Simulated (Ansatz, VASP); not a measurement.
**MgO in VASP and in Ansatz**

Contents of POSCAR:

```
MgO
1.0
    0.0000000000      2.1021674168      2.1940321330
    2.1021674168      0.0000000000      2.1940321330
    2.1021674168      2.1021674168      0.0000000000
Mg O
1 1
Direct
    0.0000000000      0.0000000000      0.0000000000
    0.5000000000      0.5000000000      0.5000000000
```

The input INCAR.step1:

```
SYSTEM = MgO
PREC = Accurate
ENCUT = 660
ISMEAR = 0
SIGMA = 0.01
LREAL = .False.
LASPH = .True.
NELM = 120
NBANDS = 15
GGA = PE
ALGO = Normal
EDIFF = 1E-5
LWAVE = .True.
LCHARG = .False.
GGA_COMPAT = .False.
```

The input INCAR.step2:

```
SYSTEM = MgO
PREC = Accurate
ENCUT = 660
EDIFF = 1E-6
ISMEAR = 0
SIGMA = 0.01
LREAL = .False.
LASPH = .True.
NELM = 120
ALGO = Normal
ISIF = 2
LWAVE = .False.
LCHARG = .False.
METAGGA = R2SCAN
LMIXTAU = .True.
NBANDS = 15
ISTART = 1
GGA_COMPAT = .False.
```

The input KPOINTS:

```
regular mesh
0
Gamma
  10 10 10
  0 0 0
```

Input for Ansatz:

```yaml
crystal:
  lattice:
    - [0.0, 2.1021674168, 2.194032133]
    - [2.1021674168, 0.0, 2.194032133]
    - [2.1021674168, 2.1021674168, 0.0]
  atoms:
    - { symbol: Mg, position: [0.0, 0.0, 0.0] }
    - { symbol: O, position: [0.5, 0.5, 0.5] }
kpoints:
  mp_grid: { grid: [10, 10, 10] }
  band_path:
    path:
      - [0.0, 0.0, 0.0]
      - [0.5, 0.0, 0.5]
      - [0.625, 0.25, 0.625]
      - [0.375, 0.375, 0.75]
      - [0.5, 0.5, 0.5]
      - [0.5, 0.25, 0.75]
    npoints: 1
hamiltonian:
  xc: r2scan
scf:
  occupations: { method: fixed }
  n_extra_bands: 4
output:
  forces: true
  stress: true
  eigenvalues: true
```

Change from the starting cell: uniaxial_z strain +4.4%.

Alike in both runs: task single point; functional r2SCAN; k mesh 10 × 10 × 10; no spin polarisation.

|  | VASP | Ansatz |
| --- | --- | --- |
| version | VASP 6.6.1 | Ansatz 0.2.0 |
| potentials or method | VASP PAW PBE potentials, release 64 (Mg_sv, O) | plane waves, PAW |
| plane-wave cutoff (eV) | 660 | 500 |
| occupations | gaussian, width 0.01 eV | fixed |
| valence electrons in the cell | 16 | 16 |

|  | VASP | Ansatz | Ansatz less VASP |
| --- | --- | --- | --- |
| gap on the k mesh at the Fermi level (eV) | 5.22 | 5.19 | -0.031 |
| pressure (GPa) | -6.3 | -6.0 | +0.31 |
| traceless stress, the component that is largest in VASP (GPa) | -4.65 | -4.41 | +0.234 |

VASP's potentials were made for PBE, not for r2SCAN.
